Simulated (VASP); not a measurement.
Input of a VASP 6.6.1 run:

Contents of INCAR:

```
SYSTEM = Cl
  ALGO = Normal
  EDIFF = 1E-6
  EDIFFG = -0.01
  ENCUT = 600
  GGA = PS
  IBRION = 2
  ISIF = 3
  ISMEAR = -1
  LASPH = .TRUE.
  LCHARG = .FALSE.
  LREAL = .FALSE.
  LWAVE = .FALSE.
  NELM = 100
  NSW = 80
  PREC = Accurate
  PSTRESS = 200.0
  SIGMA = 0.05
```

Contents of KPOINTS:

```
k-points
0
G
  7 7 4
  0 0 0
```

The input POSCAR:

```
Cl
1.0
    3.1450000000     -2.2500000000      0.0000000000
    3.1450000000      2.2500000000      0.0000000000
    0.0000000000      0.0000000000      8.2100000000
Cl
4
Direct
    0.3700000000      0.6300000000      0.4000000000
    0.1300000000      0.8700000000      0.9000000000
    0.6300000000      0.3700000000      0.6000000000
    0.8700000000      0.1300000000      0.1000000000
```

Potentials or basis: VASP PAW PBE potentials, release 64 (Cl).

The run is started by

```sh
$ cat potpaw_PBE.64/Cl/POTCAR > POTCAR
$ mpirun -np 1 vasp_std > vasp.out
```

Q: What does it give for the band gap on the k mesh?

A: 1.69 eV, indirect (least direct gap 2.15 eV).

Q: Predict the relaxed volume.

A: 16.10 Å³/atom.

Q: What does it give for the space group after relaxing (to 0.05 Å)?

A: Cmce (No. 64).

Q: Predict the relaxed cell.

A: a = 3.093 Å, b = 3.093 Å, c = 7.351 Å, α = 90.00°, β = 90.00°, γ = 66.24°.

Step by step:
```
step  energy change (eV)  largest force (eV/Å)  pressure (GPa)  volume (Å³)
   1              0.0000                0.3075           -1.12       116.19
   2              6.6546               17.9602           68.42        62.96
   3              1.1523                5.8151           16.59        84.73
   4              1.6141                1.2200           26.36        63.21
   5              1.6663                1.1513           26.96        62.80
   6              0.9864                0.1576           14.93        67.78
   7              1.1978                0.3189           19.09        65.81
   8              1.2382                0.2292           19.46        65.35
   9              1.3834                0.1830           20.84        63.96
  10              1.4293                0.2313           21.30        63.59
  11              1.3810                0.1690           20.80        63.84
  12              1.3020                0.1134           19.92        64.37
  13              1.3052                0.1093           19.95        64.34
  14              1.3051                0.0762           20.12        64.32
  15              1.3099                0.1410           20.62        64.25
  16              1.2968                0.1147           20.36        64.35
  17              1.2626                0.0439           19.60        64.61
  18              1.2645                0.0474           19.64        64.59
  19              1.2707                0.0330           19.73        64.54
  20              1.2900                0.0113           19.99        64.38
  21              1.2922                0.0157           20.02        64.36
  22              1.2917                0.0145           20.06        64.36
  23              1.2909                0.0225           20.12        64.37
  24              1.2854                0.0137           20.02        64.41
  25              1.2804                0.0062           19.92        64.45
  26              1.2826                0.0040           19.93        64.44
  27              1.2894                0.0030           20.00        64.38
```

Caveat: the cell is relaxed towards a set pressure, so the enthalpy falls and the energy may rise; the volume moved by over 15 % at a fixed basis, so the end points are rough; the PAW data sets were made with another functional, which shifts forces and pressure a little. A k mesh can miss the band edges.
